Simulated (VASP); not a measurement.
# ZrS2 (P-3m1) in VASP: a series of runs, part 2 of 2

VASP 6.6.1.

## Step 3: Single point, PBE (volume changed by -5%)

Input file INCAR:

```
SYSTEM = ZrS2
  ALGO = Normal
  EDIFF = 1E-6
  ENCUT = 500
  GGA = PE
  GGA_COMPAT = .FALSE.
  ISIF = 2
  ISMEAR = 0
  LASPH = .TRUE.
  LCHARG = .FALSE.
  LREAL = .FALSE.
  LWAVE = .FALSE.
  NBANDS = 19
  NELM = 120
  PREC = Accurate
  SIGMA = 0.01
```

Input file KPOINTS:

```
k-points
0
G
  6 6 2
  0 0 0
```

Input file POSCAR:

```
ZrS2
1.0
    3.6284228892      0.0000000000      0.0000000000
   -1.8142114446      3.1423063977      0.0000000000
    0.0000000000      0.0000000000      6.0077045690
Zr S
1 2
Direct
    0.0000000000      0.0000000000      0.0000000000
    0.6666666667      0.3333333333      0.7649092999
    0.3333333333      0.6666666667      0.2350907001
```

Potentials or basis: VASP PAW PBE potentials, release 64 (Zr_sv, S).

The run is started by

```bash
> cat potpaw_PBE.64/Zr_sv/POTCAR potpaw_PBE.64/S/POTCAR > POTCAR
> mpirun -np 1 vasp_std > vasp.out
```

OUTCAR:

```text
SYSTEM = ZrS2
   EDIFF = 1E-6
   ENCUT = 500
   GGA = PE
   ISIF = 2
   ISMEAR = 0
   LASPH = .TRUE.
   LREAL = .FALSE.
   NELM = 120
   PREC = Accurate

 ion  position               nearest neighbor table
   1  0.000  0.000  0.000-   2 2.53   3 2.53   3 2.53   2 2.53   2 2.53   3 2.53
   2  0.667  0.333  0.765-   1 2.53   1 2.53   1 2.53
   3  0.333  0.667  0.235-   1 2.53   1 2.53   1 2.53

  LATTYP: Found a hexagonal cell.
 ALAT       =     3.6284228892
 C/A-ratio  =     1.6557343927

  Lattice vectors:

 A1 = (   3.6284228892,   0.0000000000,   0.0000000000)
 A2 = (  -1.8142114446,   3.1423063977,   0.0000000000)
 A3 = (   0.0000000000,   0.0000000000,   6.0077045690)

Analysis of symmetry for initial positions (statically):
=====================================================================
 Subroutine PRICEL returns:
 Original cell was already a primitive cell.

 Routine SETGRP: Setting up the symmetry group for a
 hexagonal supercell.

 Subroutine GETGRP returns: Found 12 space group operations
 (whereof 12 operations were pure point group operations)
 out of a pool of 24 trial point group operations.

The static configuration has the point symmetry D_3d.

Analysis of symmetry for dynamics (positions and initial velocities):
=====================================================================
 Subroutine PRICEL returns:
 Original cell was already a primitive cell.

 Routine SETGRP: Setting up the symmetry group for a
 hexagonal supercell.

 Subroutine GETGRP returns: Found 12 space group operations
 (whereof 12 operations were pure point group operations)
 out of a pool of 24 trial point group operations.

The dynamic configuration has the point symmetry D_3d.

 Subroutine INISYM returns: Found 12 space group operations
 (whereof 12 operations are pure point group operations),
[... 102 lines left out ...]
   ISMEAR =     0;   SIGMA  =   0.01  broadening in eV -4-tet -1-fermi 0-gaus
   EFERMI_NEDOS =   21; number of points for ismear=-14 and -15
   IALGO  =     38    algorithm
   IMIX   =      4    mixing-type and parameters
     AMIX     =   0.40;   BMIX     =  1.00
     AMIX_MAG =   1.60;   BMIX_MAG =  1.00
  volume/ion in A,a.u.               =      22.83       154.08
  Fermi-wavevector in a.u.,A,eV,Ry     =   1.154127  2.180984 18.123083  1.332009
  Thomas-Fermi vector in A             =   2.290766
   LORBIT       =      0    0 simple, 1 ext, 2 COOP (PROOUT), +10 PAW based schemes
   GGA     = PE    functional components
   LHFCALC =     F    Hartree Fock is set to
   AEXX    =    0.0000 exact exchange contribution
   IVDW    =     0    specifies the selected vdW correction
   LEPSILON=     F    determine dielectric tensor
   LRPA    =     F    only Hartree local field effects (RPA)
 non-spin polarized calculation
 Gauss-broadening in eV      SIGMA  =   0.01
  energy-cutoff  :      500.00
  volume of cell :       68.50
 maximum number of plane-waves:      1786
 NGX is ok and might be reduce to    28
   NGX = 13   NGY = 13   NGZ = 21

 number of electron      24.0000000 magnetization

 Free energy of the ion-electron system (eV)
  ---------------------------------------------------
  ext. energy  EPLUGINS =         0.00000000
  ---------------------------------------------------
  free energy    TOTEN  =       -21.35018356 eV

  energy without entropy =      -21.35018356  energy(sigma->0) =      -21.35018356

 E-fermi :   4.5404     XC(G=0):  -9.4787

 val. band max:        4.4381318843   @ k =   0.1667  -0.0000   0.0000
 cond. band min:       5.4987115564   @ k =   0.5000  -0.0000   0.5000
 fundamental gap:      1.0605796720
 Fermi energy:         4.5404123410

 k-point     1 :       0.0000    0.0000    0.0000
  band No.  band energies     occupation
      1     -44.3095      2.00000
      2     -22.4155      2.00000
      3     -22.2354      2.00000
      4     -22.2354      2.00000
      5      -8.2710      2.00000
      6      -6.7480      2.00000
[... 285 lines left out ...]
      6      -6.9258      2.00000
[... 11 lines left out ...]
     18      12.7917      0.00000
     19      13.3694      0.00000

------------------------ aborting loop because EDIFF is reached ----------------------------------------

  FORCE on cell =-STRESS in cart. coord.  units (eV):
  Direction    XX          YY          ZZ          XY          YZ          ZX
  --------------------------------------------------------------------------------------
  -------------------------------------------------------------------------------------
  Total        2.4053919      2.4053919      2.3485706     -0.0000000      0.0000000     -0.0000000
  in kB       56.2628126     56.2628126     54.9337454     -0.0000000      0.0000000     -0.0000000
  external PRESSURE =      55.8197902 kB  Pullay stress =       0.0000000 kB

 VOLUME and BASIS-vectors are now :
 -----------------------------------------------------------------------------
  energy-cutoff  :      500.00
  volume of cell :       68.50
      direct lattice vectors                 reciprocal lattice vectors
     3.628422889  0.000000000  0.000000000     0.275601833  0.159118793  0.000000000
    -1.814211445  3.142306398  0.000000000     0.000000000  0.318237585  0.000000000
     0.000000000  0.000000000  6.007704569     0.000000000  0.000000000  0.166452925

 POSITION                                       TOTAL-FORCE (eV/Angst)
 -----------------------------------------------------------------------------------
      0.00000      0.00000      0.00000        -0.000000      0.000000      0.000000
      1.81421      1.04744      4.59535        -0.000000     -0.000000     -0.684946
     -0.00000      2.09487      1.41236         0.000000      0.000000      0.684946
 -----------------------------------------------------------------------------------
    total drift:                                0.000000      0.000000     -0.000000

  FREE ENERGIE OF THE ION-ELECTRON SYSTEM (eV)
  ---------------------------------------------------
  free  energy   TOTEN  =       -21.3501835575 eV

  energy  without entropy=      -21.3501835575  energy(sigma->0) =      -21.35018356
```

OSZICAR:

```text
N       E                     dE             d eps       ncg     rms          rms(c)
DAV:   1     0.162317418742E+03    0.16232E+03   -0.11550E+04   532   0.113E+03
DAV:   2    -0.139307445576E+02   -0.17625E+03   -0.17103E+03   676   0.271E+02
DAV:   3    -0.231415663033E+02   -0.92108E+01   -0.91655E+01   861   0.572E+01
DAV:   4    -0.233604092494E+02   -0.21884E+00   -0.21857E+00   770   0.787E+00
DAV:   5    -0.233668825569E+02   -0.64733E-02   -0.64723E-02   764   0.105E+00    0.175E+01
DAV:   6    -0.214027730450E+02    0.19641E+01   -0.55857E+00   609   0.136E+01    0.829E+00
DAV:   7    -0.213419475447E+02    0.60826E-01   -0.60679E-01   743   0.413E+00    0.396E+00
DAV:   8    -0.213504404311E+02   -0.84929E-02   -0.78244E-02   639   0.169E+00    0.757E-01
DAV:   9    -0.213499851845E+02    0.45525E-03   -0.10463E-02   657   0.612E-01    0.473E-01
DAV:  10    -0.213502692096E+02   -0.28403E-03   -0.29584E-03   628   0.352E-01    0.264E-01
DAV:  11    -0.213501501961E+02    0.11901E-03   -0.47159E-04   627   0.146E-01    0.528E-02
DAV:  12    -0.213501866108E+02   -0.36415E-04   -0.11283E-04   586   0.585E-02    0.390E-02
DAV:  13    -0.213501834436E+02    0.31672E-05   -0.70802E-06   665   0.149E-02    0.130E-02
DAV:  14    -0.213501835575E+02   -0.11390E-06   -0.13816E-06   572   0.557E-03
   1 F= -.21350184E+02 E0= -.21350184E+02  d E =-.173644E-48
```

stdout:

```text
POSCAR found type information on POSCAR ZrS
 POSCAR found :  2 types and       3 ions
 scaLAPACK will be used
 LDA part: xc-table for (Slater+PW92), standard interpolation
 POSCAR, INCAR and KPOINTS ok, starting setup
 FFT: planning ... GRIDC
 FFT: planning ... GRID_SOFT
 FFT: planning ... GRID
 WAVECAR not read
 entering main loop
```

Run time: 11 s. Hardware: 1 thread of AMD EPYC 9R45 (Zen 5), shared host; peak memory 0.15 GiB.

Results:

```yaml
Free_energy: -21.3502 eV
Pressure: 5.6 GPa
Largest_force: 0.685 eV/Å
Band_gap_on_the_k_mesh: 1.06 eV, indirect (least direct gap 1.67 eV)
```

Forces in eV/Å, atoms in the order of the input:
```
Zr   0.000  0.000  0.000
S    0.000  0.000 -0.685
S    0.000  0.000  0.685
```

Caveat: the k points lie up to 0.52 Å⁻¹ apart; the cell differs from its parent crystal (volume changed by -5%); this functional lacks dispersion, which binds the layers, so the pressure and a relaxed spacing across them are unreliable. A k mesh can miss the band edges.

## Step 4: Single point, PBE

This run uses another cell than the first one, of 24.03 Å³/atom, 1.111 times its volume.

Input file INCAR:

```
SYSTEM = ZrS2
PREC = Accurate
ENCUT = 500
EDIFF = 1E-6
ISMEAR = 0
SIGMA = 0.01
LREAL = .False.
LASPH = .True.
NELM = 120
ALGO = Normal
ISIF = 2
LWAVE = .False.
LCHARG = .False.
GGA = PE
NBANDS = 19
GGA_COMPAT = .False.
```

Input file KPOINTS:

```
Automatic mesh
0
Gamma
  6 6 2
  0 0 0
```

Input file POSCAR:

```
ZrS2
1.0
    3.6909942008      0.0000000000      0.0000000000
   -1.8454971004      3.1964947431      0.0000000000
    0.0000000000      0.0000000000      6.1113060417
Zr S
1 2
Direct
    0.0000000000      0.0000000000      0.0000000000
    0.6666666667      0.3333333333      0.7649092999
    0.3333333333      0.6666666667      0.2350907001
```

Potentials or basis: VASP PAW PBE potentials, release 64 (Zr_sv, S).

The run is started by

```bash
> cat potpaw_PBE.64/Zr_sv/POTCAR potpaw_PBE.64/S/POTCAR > POTCAR
> mpirun -np 1 vasp_std > vasp.out
```

OUTCAR:

```text
SYSTEM = ZrS2
   PREC = Accurate
   ENCUT = 500
   EDIFF = 1E-6
   ISMEAR = 0
   LREAL = .False.
   LASPH = .True.
   NELM = 120
   ISIF = 2
   GGA = PE

 ion  position               nearest neighbor table
   1  0.000  0.000  0.000-   2 2.57   3 2.57   3 2.57   2 2.57   2 2.57   3 2.57
   2  0.667  0.333  0.765-   1 2.57   1 2.57   1 2.57
   3  0.333  0.667  0.235-   1 2.57   1 2.57   1 2.57

  LATTYP: Found a hexagonal cell.
 ALAT       =     3.6909942008
 C/A-ratio  =     1.6557343927

  Lattice vectors:

 A1 = (   3.6909942008,   0.0000000000,   0.0000000000)
 A2 = (  -1.8454971004,   3.1964947431,   0.0000000000)
 A3 = (   0.0000000000,   0.0000000000,   6.1113060417)

Analysis of symmetry for initial positions (statically):
=====================================================================
 Subroutine PRICEL returns:
 Original cell was already a primitive cell.

 Routine SETGRP: Setting up the symmetry group for a
 hexagonal supercell.

 Subroutine GETGRP returns: Found 12 space group operations
 (whereof 12 operations were pure point group operations)
 out of a pool of 24 trial point group operations.

The static configuration has the point symmetry D_3d.
[... 152 lines left out ...]

 E-fermi :   4.0460     XC(G=0):  -9.2495

 val. band max:        3.9281328490   @ k =   0.1667   0.0000   0.0000
 cond. band min:       5.0287921099   @ k =   0.5000   0.0000   0.5000
 fundamental gap:      1.1006592608
 Fermi energy:         4.0460123590

 k-point     1 :       0.0000    0.0000    0.0000
  band No.  band energies     occupation
      1     -44.9931      2.00000
      2     -23.0522      2.00000
      3     -22.9000      2.00000
      4     -22.9000      2.00000
      5      -8.5480      2.00000
      6      -7.1835      2.00000
[... 285 lines left out ...]
      6      -7.3260      2.00000
[... 11 lines left out ...]
     18      12.2749      0.00000
     19      12.6212      0.00000

------------------------ aborting loop because EDIFF is reached ----------------------------------------

  FORCE on cell =-STRESS in cart. coord.  units (eV):
  Direction    XX          YY          ZZ          XY          YZ          ZX
  --------------------------------------------------------------------------------------
  -------------------------------------------------------------------------------------
  Total        0.1110848      0.1110848      0.4883141      0.0000000      0.0000000     -0.0000000
  in kB        2.4683908      2.4683908     10.8507181      0.0000000      0.0000000     -0.0000000
  external PRESSURE =       5.2624999 kB  Pullay stress =       0.0000000 kB

 VOLUME and BASIS-vectors are now :
 -----------------------------------------------------------------------------
  energy-cutoff  :      500.00
  volume of cell :       72.10
      direct lattice vectors                 reciprocal lattice vectors
     3.690994201  0.000000000  0.000000000     0.270929713  0.156421343  0.000000000
    -1.845497100  3.196494743  0.000000000     0.000000000  0.312842686  0.000000000
     0.000000000  0.000000000  6.111306042     0.000000000  0.000000000  0.163631144

 POSITION                                       TOTAL-FORCE (eV/Angst)
 -----------------------------------------------------------------------------------
      0.00000      0.00000      0.00000         0.000000      0.000000      0.000000
      1.84550      1.06550      4.67459        -0.000000     -0.000000     -0.056817
     -0.00000      2.13100      1.43671        -0.000000      0.000000      0.056817
 -----------------------------------------------------------------------------------
    total drift:                                0.000000      0.000000     -0.000000

  FREE ENERGIE OF THE ION-ELECTRON SYSTEM (eV)
  ---------------------------------------------------
  free  energy   TOTEN  =       -21.4177827950 eV

  energy  without entropy=      -21.4177827950  energy(sigma->0) =      -21.41778280
```

Wall time 10 s (1 thread of AMD EPYC 9R45 (Zen 5), shared host); peak memory 0.15 GiB.

What came out:

```
Free energy            : -21.4178 eV
Pressure               : 0.5 GPa
Largest force          : 0.057 eV/Å
Band gap on the k mesh : 1.10 eV, indirect (least direct gap 1.68 eV)
```

Forces in eV/Å, atoms in the order of the input:
```
Zr   0.000  0.000  0.000
S    0.000  0.000 -0.057
S    0.000  0.000  0.057
```

Caveat: the k points lie up to 0.51 Å⁻¹ apart; this functional lacks dispersion, which binds the layers, so the pressure and a relaxed spacing across them are unreliable. PBE gaps usually lie below the measured ones, often by a third to a half.

## Step 5: Summary

```csv
cell,gap on the mesh (eV),pressure (GPa),largest force (eV/Å)
"a = 3.564, b = 3.564, c = 5.900 Å, angles 90.0, 90.0, 120.0°, 3 atoms",0.99,12.1,1.44
"a = 3.628, b = 3.628, c = 6.008 Å, angles 90.0, 90.0, 120.0°, 3 atoms",1.06,5.6,0.68
"a = 3.691, b = 3.691, c = 6.111 Å, angles 90.0, 90.0, 120.0°, 3 atoms",1.10,0.5,0.06
```

Alike in all rows: task single point; level PBE; potentials or basis VASP PAW PBE potentials, release 64 (Zr_sv, S); no spin polarisation; k mesh 6 × 6 × 2; cutoff (eV) 500; smearing gaussian 0.01 eV.

Caveats: all runs use coarse meshes; this functional lacks dispersion, which binds the layers, so the pressure and a relaxed spacing across them are unreliable; forces of over 1 eV/Å act on the atoms, so gaps and moduli don't describe the material at rest (some runs).

Absolute energies hang on the potentials; compare differences alone.
